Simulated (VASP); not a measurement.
# ZnS (Cm) in VASP: notebook, part 2 of 2

VASP 6.6.1. Earlier steps stand in the parts before.

### 5 Single point, PBE

Contents of INCAR:

```
ALGO     = Normal         # electronic algorithm
EDIFF    = 1E-6           # SCF threshold, eV
ENCUT    = 520            # plane-wave cutoff, eV
GGA      = PE             # functional
ISIF     = 2              # what is computed and relaxed
ISMEAR   = 0              # smearing method
LASPH    = T              # aspherical terms in the spheres
LCHARG   = F              # write CHGCAR
LREAL    = F              # projectors in reciprocal space
LWAVE    = F              # write WAVECAR
NBANDS   = 46             # bands
NELM     = 100            # most SCF steps
PREC     = Accurate       # precision mode
SIGMA    = 0.05           # smearing width, eV
```

Contents of KPOINTS:

```
k-points
0
Gamma
  8 8 2
```

Contents of POSCAR:

```
ZnS
1.0
   -3.8467234434      0.0000000000      0.0000000000
   -1.9233617217     -3.3313602233      0.0000000000
   -2.4043944883     -1.3881778051     12.5902250239
Zn S
4 4
Direct
   -0.2734595196     -0.2734595196      0.6562503469
   -0.0651095196     -0.0651095196      0.1562503469
   -0.0442904215     -0.0442904215      0.9062245137
    0.4973929118      0.4973929118      0.4062245137
   -0.3514821571     -0.3514821571      0.8434896978
   -0.1431321571      0.8568678429      0.3434896978
    0.2942321049      0.2942321049      0.0938354415
    0.4192154382      0.4192154382      0.5938354415
```

On the command line:

```
$ cat potpaw_PBE.64/Zn/POTCAR potpaw_PBE.64/S/POTCAR > POTCAR
$ mpirun -np 1 vasp_std > vasp.out
```

It took 8.1 min on 1 thread of Intel Xeon 8259CL, shared host; peak memory 0.42 GiB.

The run converged. Its results:

```
Free energy            : -26.7150 eV
Pressure               : -0.5 GPa
Largest force          : 0.431 eV/Å
Band gap on the k mesh : 1.44 eV
```

Forces in eV/Å, atoms in the order of the input:
```
Zn  -0.021 -0.012 -0.175
Zn  -0.109 -0.063  0.067
Zn   0.146  0.084  0.030
Zn  -0.002 -0.001 -0.195
S   -0.107 -0.062  0.306
S    0.011  0.006  0.211
S    0.085  0.049 -0.420
S   -0.002 -0.001  0.176
```

Stress tensor (GPa, compression positive):
```
-0.58  0.60  0.08
 0.60 -1.27  0.05
 0.08  0.05  0.26
```

Levels at points of the mesh, in eV from the valence-band top:
```tsv
k point	band 33	band 34	band 35	band 36	band 37	band 38	band 39	band 40
(0.00, 0.00, 0.00)	-0.39	-0.09	-0.06	0.00	1.44	2.93	3.19	3.29
(0.50, 0.00, 0.00)	-1.84	-1.40	-1.03	-0.74	2.17	3.49	3.57	4.07
(0.50, 0.50, 0.00)	-1.74	-1.59	-1.01	-0.93	2.29	3.44	3.71	3.90
(0.00, 0.00, 0.50)	-0.47	-0.39	-0.06	-0.02	2.04	2.76	3.03	3.30
(0.50, 0.00, 0.50)	-1.79	-1.56	-0.97	-0.74	2.21	3.40	3.69	3.97
(0.50, 0.50, 0.50)	-1.74	-1.35	-1.03	-0.85	2.12	3.31	3.57	4.09
```

### 6 Single point, PBE

Contents of INCAR:

```
SYSTEM = ZnS
PREC     = Accurate       ! precision mode
ENCUT    = 520            ! plane-wave cutoff, eV
EDIFF    = 1E-6           ! SCF threshold, eV
ISMEAR   = 0              ! smearing method
SIGMA    = 0.05           ! smearing width, eV
LREAL    = .FALSE.        ! projectors in reciprocal space
LASPH    = .TRUE.         ! aspherical terms in the spheres
NELM     = 100            ! most SCF steps
ALGO     = Normal         ! electronic algorithm
ISIF     = 2              ! what is computed and relaxed
LWAVE    = .FALSE.        ! write WAVECAR
LCHARG   = .FALSE.        ! write CHGCAR
GGA      = PE             ! functional
NBANDS   = 46             ! bands
```

Contents of KPOINTS:

```
regular mesh
0
G
  8 8 2
  0 0 0
```

Contents of POSCAR:

```
ZnS
1.0
   -3.8467234434      0.0000000000      0.0000000000
   -1.9233617217     -3.3313602233      0.0000000000
   -3.3656906768     -1.9431824183     12.5902250239
Zn S
4 4
Direct
   -0.3827908273     -0.3827908273      0.6562503469
   -0.0911408273     -0.0911408273      0.1562503469
   -0.1952674255     -0.1952674255      0.9062245137
    0.4297159078      0.4297159078      0.4062245137
   -0.4920075407     -0.4920075407      0.8434896978
   -0.2003575407      0.7996424593      0.3434896978
    0.2785991203      0.2785991203      0.0938354415
    0.3202824536      0.3202824536      0.5938354415
```

Potentials or basis: VASP PAW PBE potentials, release 64 (Zn, S).

On the command line:

```
$ cat potpaw_PBE.64/Zn/POTCAR potpaw_PBE.64/S/POTCAR > POTCAR
$ mpirun -np 1 vasp_std > vasp.out
```

Wall time 7.5 min (1 thread of Intel Xeon Platinum 8259CL at 2.50GHz (Skylake/Cascade Lake), shared host); peak memory 0.42 GiB.

The run converged. Its results:

* Free energy: -26.4966 eV
* Pressure: -0.1 GPa
* Largest force: 0.465 eV/Å
* Band gap on the k mesh: 1.19 eV

Forces on the atoms (eV/Å):
```
Zn  -0.038 -0.022 -0.190
Zn  -0.137 -0.079  0.122
Zn  -0.040 -0.023 -0.004
Zn  -0.009 -0.005 -0.195
S   -0.198 -0.114 -0.111
S    0.031  0.018  0.222
S    0.402  0.232 -0.003
S   -0.011 -0.006  0.159
```

Stress tensor (GPa, compression positive):
```
-0.90  0.40  1.01
 0.40 -1.36  0.58
 1.01  0.58  1.90
```

Levels at points of the mesh, in eV from the valence-band top:
```tsv
k point	band 32	band 33	band 34	band 35	band 36	band 37	band 38	band 39	band 40	band 41
(0.00, 0.00, 0.00)	-0.50	-0.47	-0.18	-0.16	0.00	1.19	2.74	3.08	3.29	5.76
(0.50, 0.00, 0.00)	-1.95	-1.90	-1.67	-1.06	-0.67	1.93	3.25	3.57	3.92	4.07
(0.50, 0.50, 0.00)	-1.93	-1.79	-1.69	-1.04	-0.95	2.04	3.36	3.50	3.78	4.21
(0.00, 0.00, 0.50)	-0.82	-0.56	-0.51	-0.14	-0.13	1.64	2.67	2.95	3.37	5.74
(0.50, 0.00, 0.50)	-2.07	-1.92	-1.51	-1.13	-0.62	1.86	3.20	3.45	4.06	4.21
(0.50, 0.50, 0.50)	-2.10	-1.81	-1.46	-1.13	-0.75	1.85	3.05	3.45	4.03	4.51
```

A k mesh can miss the band edges.

### 7 Single point, PBE

This run uses another cell than the first one, of the same volume but with other edges.

Contents of INCAR:

```
SYSTEM = ZnS
ALGO     = Normal         ! electronic algorithm
EDIFF    = 1E-6           ! SCF threshold, eV
ENCUT    = 520            ! plane-wave cutoff, eV
GGA      = PE             ! functional
ISIF     = 2              ! what is computed and relaxed
ISMEAR   = 0              ! smearing method
LASPH    = .True.         ! aspherical terms in the spheres
LCHARG   = .False.        ! write CHGCAR
LREAL    = .False.        ! projectors in reciprocal space
LWAVE    = .False.        ! write WAVECAR
NBANDS   = 46             ! bands
NELM     = 60             ! most SCF steps
PREC     = Accurate       ! precision mode
SIGMA    = 0.05           ! smearing width, eV
```

Contents of KPOINTS:

```
k-points
0
Gamma
  8 8 2
  0 0 0
```

Contents of POSCAR:

```
ZnS
1.0
   -3.8467234434      0.0000000000      0.0000000000
   -1.9233617217     -3.3313602233      0.0000000000
   -4.3275638738     -2.4985201675     12.5902250239
Zn S
4 4
Direct
   -0.4921877602     -0.4921877602      0.6562503469
   -0.1171877602     -0.1171877602      0.1562503469
   -0.3463350519     -0.3463350519      0.9062245137
    0.3619982814      0.3619982814      0.4062245137
   -0.6326172734     -0.6326172734      0.8434896978
   -0.2576172734      0.7423827266      0.3434896978
    0.2629567522      0.2629567522      0.0938354415
    0.2212900855      0.2212900855      0.5938354415
```

Potentials or basis: VASP PAW PBE potentials, release 64 (Zn, S).

On the command line:

```
$ cat potpaw_PBE.64/Zn/POTCAR potpaw_PBE.64/S/POTCAR > POTCAR
$ mpirun -np 1 vasp_std > vasp.out
```

OUTCAR:

```text
SYSTEM = ZnS
   EDIFF = 1E-6
   ENCUT = 520
   GGA = PE
   ISIF = 2
   ISMEAR = 0
   LASPH = .True.
   LREAL = .False.
   NELM = 60
   PREC = Accurate

 ion  position               nearest neighbor table
   1  0.508  0.508  0.656-   8 2.36   8 2.36   8 2.36   5 2.36
   2  0.883  0.883  0.156-   7 2.36   7 2.36   7 2.36   6 2.36
   3  0.654  0.654  0.906-   5 2.36   5 2.36   5 2.36   7 2.89
   4  0.362  0.362  0.406-   6 2.36   6 2.36   6 2.36   8 2.36
   5  0.367  0.367  0.843-   3 2.36   3 2.36   3 2.36   1 2.36
   6  0.742  0.742  0.343-   4 2.36   4 2.36   4 2.36   2 2.36
   7  0.263  0.263  0.094-   2 2.36   2 2.36   2 2.36   3 2.89
   8  0.221  0.221  0.594-   1 2.36   1 2.36   1 2.36   4 2.36

  LATTYP: Found a base centered monoclinic cell.
 ALAT       =     6.6627204466
 B/A-ratio  =     0.5773502692
 C/A-ratio  =     1.9061179972
 COS(beta)  =    -0.1311566232

  Lattice vectors:

 A1 = (  -3.8467234434,   0.0000000000,   0.0000000000)
 A2 = (  -1.9233617217,  -3.3313602233,   0.0000000000)
 A3 = (   1.4425212913,   0.8328400558,  12.5902250239)

Analysis of symmetry for initial positions (statically):
=====================================================================
 Subroutine PRICEL returns:
 Original cell was already a primitive cell.

 Routine SETGRP: Setting up the symmetry group for a
 base centered monoclinic supercell.

 Subroutine GETGRP returns: Found  2 space group operations
 (whereof  2 operations were pure point group operations)
 out of a pool of  4 trial point group operations.

The static configuration has the point symmetry C_1h.

Analysis of symmetry for dynamics (positions and initial velocities):
=====================================================================
 Subroutine PRICEL returns:
 Original cell was already a primitive cell.

 Routine SETGRP: Setting up the symmetry group for a
 base centered monoclinic supercell.

[... 141 lines left out ...]
   GGA     = PE    functional components
   LHFCALC =     F    Hartree Fock is set to
   AEXX    =    0.0000 exact exchange contribution
   IVDW    =     0    specifies the selected vdW correction
   LEPSILON=     F    determine dielectric tensor
   LRPA    =     F    only Hartree local field effects (RPA)
 non-spin polarized calculation
 Gauss-broadening in eV      SIGMA  =   0.05
  energy-cutoff  :      520.00
  volume of cell :      161.34
 maximum number of plane-waves:      4371
 NGX is ok and might be reduce to    30

 number of electron      72.0000000 magnetization

 Free energy of the ion-electron system (eV)
  ---------------------------------------------------
  ext. energy  EPLUGINS =         0.00000000
  ---------------------------------------------------
  free energy    TOTEN  =       -26.55743827 eV

  energy without entropy =      -26.55743827  energy(sigma->0) =      -26.55743827

 E-fermi :   2.4423     XC(G=0):  -9.5607

 val. band max:        2.2170251425   @ k =   0.0000   0.0000   0.0000
 cond. band min:       3.4724215679   @ k =   0.0000   0.0000   0.0000
 fundamental gap:      1.2553964254
 Fermi energy:         2.4423418930

 k-point     1 :       0.0000    0.0000    0.0000
  band No.  band energies     occupation
      1     -11.2506      2.00000
      2     -10.7271      2.00000
      3     -10.4337      2.00000
      4      -9.9182      2.00000
      5      -4.8000      2.00000
      6      -4.7912      2.00000
[... 1165 lines left out ...]
     45       9.0148      0.00000
     46       9.2117      0.00000

 [... further k-points ...]

------------------------ aborting loop because EDIFF is reached ----------------------------------------

  FORCE on cell =-STRESS in cart. coord.  units (eV):
  Direction    XX          YY          ZZ          XY          YZ          ZX
  --------------------------------------------------------------------------------------
  -------------------------------------------------------------------------------------
  Total       -1.0727915     -1.0036648      1.7401245     -0.0598655     -0.9919205     -1.7180567
  in kB      -10.6531940     -9.9667419     17.2800441     -0.5944850     -9.8501168    -17.0609032
  external PRESSURE =      -1.1132973 kB  Pullay stress =       0.0000000 kB

 VOLUME and BASIS-vectors are now :
 -----------------------------------------------------------------------------
  energy-cutoff  :      520.00
  volume of cell :      161.34
      direct lattice vectors                 reciprocal lattice vectors
    -3.846723443  0.000000000  0.000000000    -0.259961501  0.150088843 -0.059570023
    -1.923361722 -3.331360223  0.000000000     0.000000000 -0.300177685 -0.059570023
    -4.327563874 -2.498520168 12.590225024     0.000000000  0.000000000  0.079426698

 POSITION                                       TOTAL-FORCE (eV/Angst)
 -----------------------------------------------------------------------------------
     -5.77009     -3.33136      8.26234         0.041034      0.023691     -0.175543
     -5.77009     -3.33136      1.96723         0.145424      0.083961      0.116736
     -7.69345     -4.44181     11.40957         0.240744      0.138994      0.049031
     -3.84672     -2.22091      5.11446         0.014021      0.008095     -0.177095
     -5.77009     -3.33136     10.61973         0.237775      0.137280     -0.123787
     -5.77009     -3.33136      4.32461        -0.046886     -0.027070      0.203650
     -1.92336     -1.11045      1.18141        -0.648006     -0.374126     -0.037138
     -3.84672     -2.22091      7.47652         0.015894      0.009176      0.144145
 -----------------------------------------------------------------------------------
    total drift:                                0.000043      0.000025      0.002718

  FREE ENERGIE OF THE ION-ELECTRON SYSTEM (eV)
  ---------------------------------------------------
  free  energy   TOTEN  =       -26.5574382709 eV

  energy  without entropy=      -26.5574382709  energy(sigma->0) =      -26.55743827
```

OSZICAR:

```text
N       E                     dE             d eps       ncg     rms          rms(c)
DAV:   1     0.590079914217E+03    0.59008E+03   -0.33083E+04  3864   0.188E+03
DAV:   2     0.519810202039E+02   -0.53810E+03   -0.51710E+03  3864   0.434E+02
DAV:   3    -0.247031634476E+02   -0.76684E+02   -0.75588E+02  4286   0.151E+02
DAV:   4    -0.284373614734E+02   -0.37342E+01   -0.37179E+01  4684   0.335E+01
DAV:   5    -0.284967448023E+02   -0.59383E-01   -0.59355E-01  4576   0.429E+00    0.133E+01
DAV:   6    -0.265421012279E+02    0.19546E+01   -0.37655E+00  5962   0.426E+01    0.103E+01
DAV:   7    -0.266129828997E+02   -0.70882E-01   -0.44278E+00  4434   0.937E+00    0.399E+00
DAV:   8    -0.265569119389E+02    0.56071E-01   -0.51149E-01  4902   0.754E+00    0.125E+00
DAV:   9    -0.265558085550E+02    0.11034E-02   -0.90659E-02  4904   0.531E+00    0.363E-01
DAV:  10    -0.265568988539E+02   -0.10903E-02   -0.19032E-02  4506   0.190E+00    0.221E-01
DAV:  11    -0.265572490100E+02   -0.35016E-03   -0.23044E-03  5228   0.573E-01    0.126E-01
DAV:  12    -0.265574234338E+02   -0.17442E-03   -0.10202E-03  4832   0.473E-01    0.383E-02
DAV:  13    -0.265574300580E+02   -0.66242E-05   -0.17910E-04  4570   0.143E-01    0.207E-02
DAV:  14    -0.265574327641E+02   -0.27061E-05   -0.34465E-05  5104   0.650E-02    0.147E-02
DAV:  15    -0.265574375519E+02   -0.47878E-05   -0.13421E-05  4656   0.335E-02    0.470E-03
DAV:  16    -0.265574382709E+02   -0.71904E-06   -0.23833E-06  4118   0.207E-02
   1 F= -.26557438E+02 E0= -.26557438E+02  d E =-.334151E-12
```

Run time: 7.7 min. Hardware: 1 thread of Intel Xeon Platinum 8259CL at 2.50GHz (Skylake/Cascade Lake), shared host; peak memory 0.42 GiB.

What came out:

```
Free energy            : -26.5574 eV
Pressure               : -0.1 GPa
Largest force          : 0.749 eV/Å
Band gap on the k mesh : 1.26 eV
```

Forces on the atoms (eV/Å):
```
Zn   0.041  0.024 -0.176
Zn   0.145  0.084  0.117
Zn   0.241  0.139  0.049
Zn   0.014  0.008 -0.177
S    0.238  0.137 -0.124
S   -0.047 -0.027  0.204
S   -0.648 -0.374 -0.037
S    0.016  0.009  0.144
```

Stress tensor (GPa, compression positive):
```
-1.07 -0.06 -1.71
-0.06 -1.00 -0.99
-1.71 -0.99  1.73
```

A k mesh can miss the band edges.

### 8 The runs side by side

```tsv
cell	gap on the mesh (eV)	pressure (GPa)	largest force (eV/Å)
a = 3.847, b = 3.847, c = 13.024 Å, angles 77.2, 77.2, 60.0°, 8 atoms	1.36	-0.3	0.46
a = 3.847, b = 3.847, c = 13.993 Å, angles 67.8, 67.8, 60.0°, 8 atoms	1.91	0.0	0.47
a = 3.847, b = 3.847, c = 12.700 Å, angles 83.5, 83.5, 60.0°, 8 atoms	1.52	-0.5	0.54
a = 3.847, b = 3.847, c = 12.893 Å, angles 79.3, 79.3, 60.0°, 8 atoms	1.44	-0.5	0.43
a = 3.847, b = 3.847, c = 13.176 Å, angles 75.2, 75.2, 60.0°, 8 atoms	1.19	-0.1	0.46
a = 3.847, b = 3.847, c = 13.546 Å, angles 71.4, 71.4, 60.0°, 8 atoms	1.26	-0.1	0.75
```

Alike in all rows: task single point; level PBE; potentials or basis VASP PAW PBE potentials, release 64 (Zn, S); no spin polarisation; k mesh 8 × 8 × 2; cutoff (eV) 520; smearing gaussian 0.05 eV.

Total energies depend on the potentials used, so only differences within one code and one set of settings carry meaning.
